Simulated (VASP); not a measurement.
Ba, 1 atom in the cell. The structure is cubic, space group Im-3m (No. 229). The conventional cell has a = 5.041 Å, b = 5.041 Å, c = 5.041 Å, α = 90.00°, β = 90.00°, γ = 90.00°. Within 5.7 Å of Ba (site symmetry m-3m) lie 14 Ba at 4.37 to 5.04 Å. 

```yaml
Program: VASP 6.6.1
Task: single point
Functional: PBE
Potentials_or_basis: VASP PAW PBE potentials, release 64 (Ba_sv)
Cutoff: 500 eV
k_mesh: 6 × 6 × 6
Occupations: fermi-dirac, width 0.02 eV
Spin: no spin polarisation
Dipole_correction: no
Further_INCAR_settings: ALGO = Normal; EDIFF = 1e-06; NBANDS = 11
```

Potentials or basis: VASP PAW PBE potentials, release 64 (Ba_sv).

The run is started by

```bash
$ cat potpaw_PBE.64/Ba_sv/POTCAR > POTCAR
$ mpirun -np 1 vasp_std > vasp.out
```

Hardware: 1 thread of AMD EPYC 9R45 (Zen 5) (shared host).

Q: Estimate the wall time of this run.

A: It took 5.9 s on 1 thread of AMD EPYC 9R45 (Zen 5), with other jobs on the host, peak memory 0.14 GiB. Counts: scf iterations 11, k points 16.
